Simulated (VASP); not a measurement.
# CuI (I-4m2) in VASP: single point with PBEsol

Aim: the single point of CuI with PBEsol.

All numbers are computed with VASP 6.6.1; they aren't measurements. Logs are shortened: lines on timing, memory, paths and dates and some standing lists are left out, and cuts for length are marked.

**1. The cell of the first run**

Symmetry: I-4m2, No. 119, tetragonal system. Conventional cell: a = 4.284 Å, b = 4.284 Å, c = 5.777 Å, α = 90.00°, β = 90.00°, γ = 90.00°. Cu (site symmetry -4m2) has 4 I at 2.58 Å within 3.4 Å. I (site symmetry -4m2) has 4 Cu at 2.58 Å within 3.4 Å.

**2. Single point, PBEsol, non-collinear spin, zero start, spin-orbit coupling (film at in-plane strain +0.02)**

Contents of INCAR:

```
SYSTEM = CuI
PREC     = Accurate       ! precision mode
ENCUT    = 520            ! plane-wave cutoff, eV
EDIFF    = 1E-6           ! SCF threshold, eV
ISMEAR   = 0              ! smearing method
SIGMA    = 0.01           ! smearing width, eV
LREAL    = .FALSE.        ! projectors in reciprocal space
LASPH    = .TRUE.         ! aspherical terms in the spheres
NELM     = 150            ! most SCF steps
ALGO     = Normal         ! electronic algorithm
ISIF     = 2              ! what is computed and relaxed
LWAVE    = .FALSE.        ! write WAVECAR
LCHARG   = .TRUE.         ! write CHGCAR
LNONCOLLINEAR= .TRUE.         ! non-collinear magnetism
MAGMOM   = 0 0 0 0 0 0    ! initial moments
LORBIT   = 11             ! projections on sites
LSORBIT  = .TRUE.         ! spin-orbit coupling
GGA_COMPAT= .FALSE.      
LORBMOM  = .TRUE.       
LMAXMIX  = 4              ! l up to which the mixer works
GGA      = PS             ! functional
LVHAR    = .TRUE.       
NBANDS   = 30             ! bands
```

Contents of KPOINTS:

```
regular mesh
0
G
  6 6 6
  0 0 0
```

Contents of POSCAR:

```
CuI
1.0
    3.0289315091      3.0289315091      0.0000000000
   -3.0289315091      3.0289315091      0.0000000000
    0.0000000000      3.0289315091      2.8882979467
Cu I
1 1
Direct
    0.7500000000      0.2500000000      0.5000000000
    0.0000000000      0.0000000000      0.0000000000
```

Potentials or basis: VASP PAW PBE potentials, release 64 (Cu, I).

Started as:

```bash
cat potpaw_PBE.64/Cu/POTCAR potpaw_PBE.64/I/POTCAR > POTCAR
mpirun -np 1 vasp_ncl > vasp.out
```

OUTCAR:

```text
SYSTEM = CuI
   PREC = Accurate
   ENCUT = 520
   EDIFF = 1E-6
   ISMEAR = 0
   LREAL = .FALSE.
   LASPH = .TRUE.
   NELM = 150
   ISIF = 2
   LNONCOLLINEAR = .TRUE.
   LORBIT = 11
   LSORBIT = .TRUE.
   GGA = PS

 ion  position               nearest neighbor table
   1  0.750  0.250  0.500-   2 2.58   2 2.58   2 2.58   2 2.58
   2  0.000  0.000  0.000-   1 2.58   1 2.58   1 2.58   1 2.58

  LATTYP: Found a body centered tetragonal cell.
 ALAT       =     4.2835560197
 C/A-ratio  =     1.3485514995

  Lattice vectors:

 A1 = (   3.0289315091,   0.0000000000,  -2.8882979467)
 A2 = (  -3.0289315091,   0.0000000000,  -2.8882979467)
 A3 = (   0.0000000000,   3.0289315091,   2.8882979467)

Analysis of symmetry for initial positions (statically):
=====================================================================
 Subroutine PRICEL returns:
 Original cell was already a primitive cell.

 Routine SETGRP: Setting up the symmetry group for a
 body centered tetragonal supercell.

 Subroutine GETGRP returns: Found  8 space group operations
 (whereof  8 operations were pure point group operations)
 out of a pool of 16 trial point group operations.

The static configuration has the point symmetry D_2d.

Analysis of symmetry for dynamics (positions and initial velocities):
=====================================================================
 Subroutine PRICEL returns:
 Original cell was already a primitive cell.

 Routine SETGRP: Setting up the symmetry group for a
 body centered tetragonal supercell.

 Subroutine GETGRP returns: Found  8 space group operations
 (whereof  8 operations were pure point group operations)
 out of a pool of 16 trial point group operations.

The dynamic configuration has the point symmetry D_2d.

Analysis of structural, dynamic, and magnetic symmetry:
=====================================================================
 Subroutine PRICEL returns:
 Original cell was already a primitive cell.

 Routine SETGRP: Setting up the symmetry group for a
 body centered tetragonal supercell.

 Subroutine GETGRP returns: Found  8 space group operations
 (whereof  8 operations were pure point group operations)
 out of a pool of 16 trial point group operations.

The overall configuration has the point symmetry D_2d.

 Subroutine INISYM returns: Found  8 space group operations
 (whereof  8 operations are pure point group operations),
 and found     1 'primitive' translations

----------------------------------------------------------------------------------------
[... 971 lines left out ...]
    total drift:                               -0.000000     -0.000000     -0.000000

  FREE ENERGIE OF THE ION-ELECTRON SYSTEM (eV)
  ---------------------------------------------------
  free  energy   TOTEN  =        -6.4430728031 eV

  energy  without entropy=       -6.4430728031  energy(sigma->0) =       -6.44307280

 orbital moment (x)

 # of ion     p       d       tot
 ----------------------------------------
  1         0.000   0.000   0.000
  2         0.000   0.000   0.000
 ----------------------------------------
            0.000   0.000   0.000

 orbital moment (y)

 # of ion     p       d       tot
 ----------------------------------------
  1        -0.000   0.000  -0.000
  2         0.000   0.000   0.000
 ----------------------------------------
            0.000   0.000   0.000

 orbital moment (z)

 # of ion     p       d       tot
 ----------------------------------------
  1         0.000   0.000   0.000
  2         0.000  -0.000  -0.000
 ----------------------------------------
            0.000  -0.000   0.000

 Spin-Orbit-Coupling matrix elements

 Ion:    1  E_soc:     -0.0102951
 l=   1
     0.0000000    -0.0004120    -0.0004066
    -0.0004120     0.0000000    -0.0004120
    -0.0004066    -0.0004120     0.0000000
 l=   2
     0.0000000    -0.0002649     0.0000000    -0.0002649    -0.0010395
    -0.0002649     0.0000000    -0.0007810    -0.0002639    -0.0002610
     0.0000000    -0.0007810     0.0000000    -0.0007810     0.0000000
    -0.0002649    -0.0002639    -0.0007810     0.0000000    -0.0002610
    -0.0010395    -0.0002610     0.0000000    -0.0002610     0.0000000
 l=   3
     0.0000000     0.0000000     0.0000000     0.0000000     0.0000000     0.0000000     0.0000000
     0.0000000     0.0000000     0.0000000     0.0000000     0.0000000     0.0000000     0.0000000
     0.0000000     0.0000000     0.0000000     0.0000000     0.0000000     0.0000000     0.0000000
     0.0000000     0.0000000     0.0000000     0.0000000     0.0000000     0.0000000     0.0000000
     0.0000000     0.0000000     0.0000000     0.0000000     0.0000000     0.0000000     0.0000000
     0.0000000     0.0000000     0.0000000     0.0000000     0.0000000     0.0000000     0.0000000
     0.0000000     0.0000000     0.0000000     0.0000000     0.0000000     0.0000000     0.0000000

 Ion:    2  E_soc:     -0.2534003
 l=   1
     0.0000000    -0.0421554    -0.0419050
    -0.0421554     0.0000000    -0.0421554
    -0.0419050    -0.0421554     0.0000000
 l=   2
     0.0000000    -0.0000542     0.0000000    -0.0000542    -0.0001097
    -0.0000542     0.0000000    -0.0000790    -0.0000541    -0.0000270
     0.0000000    -0.0000790     0.0000000    -0.0000790     0.0000000
    -0.0000542    -0.0000541    -0.0000790     0.0000000    -0.0000270
    -0.0001097    -0.0000270     0.0000000    -0.0000270     0.0000000
 l=   3
     0.0000000     0.0000000     0.0000000     0.0000000     0.0000000     0.0000000     0.0000000
     0.0000000     0.0000000     0.0000000     0.0000000     0.0000000     0.0000000     0.0000000
     0.0000000     0.0000000     0.0000000     0.0000000     0.0000000     0.0000000     0.0000000
     0.0000000     0.0000000     0.0000000     0.0000000     0.0000000     0.0000000     0.0000000
     0.0000000     0.0000000     0.0000000     0.0000000     0.0000000     0.0000000     0.0000000
     0.0000000     0.0000000     0.0000000     0.0000000     0.0000000     0.0000000     0.0000000
     0.0000000     0.0000000     0.0000000     0.0000000     0.0000000     0.0000000     0.0000000

 total charge

# of ion       s       p       d       tot
------------------------------------------
    1        0.348   0.293   9.323   9.964
    2        1.490   2.755   0.061   4.306
--------------------------------------------------
tot          1.838   3.048   9.384  14.270

 magnetization (x)

# of ion       s       p       d       tot
------------------------------------------
    1        0.000   0.000   0.000   0.000
    2        0.000  -0.000   0.000  -0.000
--------------------------------------------------
tot          0.000  -0.000   0.000  -0.000

 magnetization (y)

# of ion       s       p       d       tot
------------------------------------------
    1        0.000   0.000   0.000   0.000
    2       -0.000   0.000   0.000  -0.000
--------------------------------------------------
tot         -0.000   0.000   0.000  -0.000

 magnetization (z)

# of ion       s       p       d       tot
------------------------------------------
    1        0.000   0.000   0.000   0.000
    2        0.000   0.000   0.000   0.000
--------------------------------------------------
tot          0.000   0.000   0.000   0.000
```

It took 3.9 min on 1 thread of Oxide Virtual Turin-like, shared host; peak memory 0.32 GiB.

What came out:

```
Free energy                                           : -6.4431 eV
Pressure                                              : -0.4 GPa
Net moment                                            : 0.00 μB per cell
Valence electrons inside the program's atomic spheres : Cu 9.96; I 4.31
```

Stress tensor (GPa, compression positive):
```
-0.63  0.00  0.00
 0.00 -0.63  0.00
 0.00  0.00  0.21
```

Moments on the atoms (μB; x, y, z):
```
Cu  0.00 0.00 0.00
I   0.00 0.00 0.00
```

Caveat: the cell differs from its parent crystal (film at in-plane strain +0.02); the PAW data sets were made with another functional, which shifts forces and pressure a little.
